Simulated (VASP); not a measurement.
Runs of VASP 6.6.1 on Cu. The structure is that of space group P6/mmm (No. 191), or close to it. The cells are those of the table. 

| task | cell | k mesh | cutoff (eV) | gap on the mesh (eV) | pressure (GPa) |
| --- | --- | --- | --- | --- | --- |
| single point | a = 4.102, b = 4.102, c = 2.463 Å, angles 90.0, 90.0, 120.0°, 3 atoms | 10 × 10 × 15 | 520 | none | (b) |
| single point | a = 3.998, b = 3.998, c = 2.400 Å, angles 90.0, 90.0, 120.0°, 3 atoms | 10 × 10 × 15 | 520 | none | 1.2 |
| single point | a = 3.889, b = 3.889, c = 2.335 Å, angles 90.0, 90.0, 120.0°, 3 atoms | 10 × 10 × 15 | 520 | none | 19.5 |
| single point | a = 4.051, b = 4.051, c = 2.432 Å, angles 90.0, 90.0, 120.0°, 3 atoms | 10 × 10 × 15 | 520 | none | -5.3 |
| single point | a = 4.152, b = 4.152, c = 2.493 Å, angles 90.0, 90.0, 120.0°, 3 atoms | 10 × 10 × 15 | 520 | none | (a) |
| relaxation of cell and atoms | relaxed from a = 4.056, b = 4.056, c = 2.486 Å, angles 90.0, 90.0, 120.0°, 3 atoms | 9 × 9 × 13 | 600 | none | 0.0 |
| single point | a = 3.832, b = 3.832, c = 2.300 Å, angles 90.0, 90.0, 120.0°, 3 atoms | 10 × 10 × 15 | 520 | none | 32.9 |
| single point | a = 3.998, b = 3.998, c = 2.400 Å, angles 90.0, 90.0, 120.0°, 3 atoms | 9 × 9 × 13 | 520 | none | 1.1 |
| single point | a = 3.998, b = 3.998, c = 2.400 Å, angles 90.0, 90.0, 120.0°, 3 atoms | 12 × 12 × 17 | 520 | none | 1.1 |
| single point | a = 3.944, b = 3.944, c = 2.368 Å, angles 90.0, 90.0, 120.0°, 3 atoms | 10 × 10 × 15 | 520 | none | 9.3 |

Alike in all rows: level LDA; potentials or basis VASP PAW LDA potentials, release 64 (Cu); no spin polarisation; smearing fermi-dirac 0.1 eV.

Question: Estimate the missing entries.

Answer: (a) -14.4; (b) -10.6.

A gap of «none» marks levels without a gap at the run's occupations.
